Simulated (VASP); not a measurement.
Runs of VASP 6.6.1 on Cu. The structure is that of space group P6_3/mmc (No. 194), or close to it. The cells are those of the table. 

| task | cell | cutoff (eV) | gap on the mesh (eV) | pressure (GPa) |
| --- | --- | --- | --- | --- |
| relaxation of cell and atoms | relaxed to 20 GPa from a = 2.560, b = 2.560, c = 4.180 Å, angles 90.0, 90.0, 120.0°, 2 atoms | 600 | none | 20.3 |
| single point | a = 2.475, b = 2.475, c = 4.088 Å, angles 90.0, 90.0, 120.0°, 2 atoms | 520 | none | 10.7 |
| single point | a = 2.495, b = 2.495, c = 4.123 Å, angles 90.0, 90.0, 120.0°, 2 atoms | 520 | none | (a) |
| single point | a = 2.440, b = 2.440, c = 4.029 Å, angles 90.0, 90.0, 120.0°, 2 atoms | 520 | none | 20.7 |
| relaxation of cell and atoms | relaxed from a = 2.560, b = 2.560, c = 4.180 Å, angles 90.0, 90.0, 120.0°, 2 atoms | 600 | none | 0.1 |
| single point | a = 2.519, b = 2.519, c = 4.163 Å, angles 90.0, 90.0, 120.0°, 2 atoms | 520 | none | 0.8 |
| relaxation of cell and atoms | relaxed to 10 GPa from a = 2.560, b = 2.560, c = 4.180 Å, angles 90.0, 90.0, 120.0°, 2 atoms | 600 | none | 9.9 |
| relaxation of cell and atoms | relaxed to 5 GPa from a = 2.560, b = 2.560, c = 4.180 Å, angles 90.0, 90.0, 120.0°, 2 atoms | 600 | none | 5.1 |

Alike in all rows: level r2SCAN; potentials or basis VASP PAW PBE potentials, release 64 (Cu); no spin polarisation; k mesh 9 × 9 × 5; smearing fermi-dirac 0.05 eV.

Q: Fill in the values left out.

A: (a) 5.8.

Caveats: the PAW data sets were made with another functional, which shifts forces and pressure a little; the cell is relaxed towards a set pressure, so the enthalpy falls and the energy may rise (some runs).

A gap of «none» marks levels without a gap at the run's occupations.
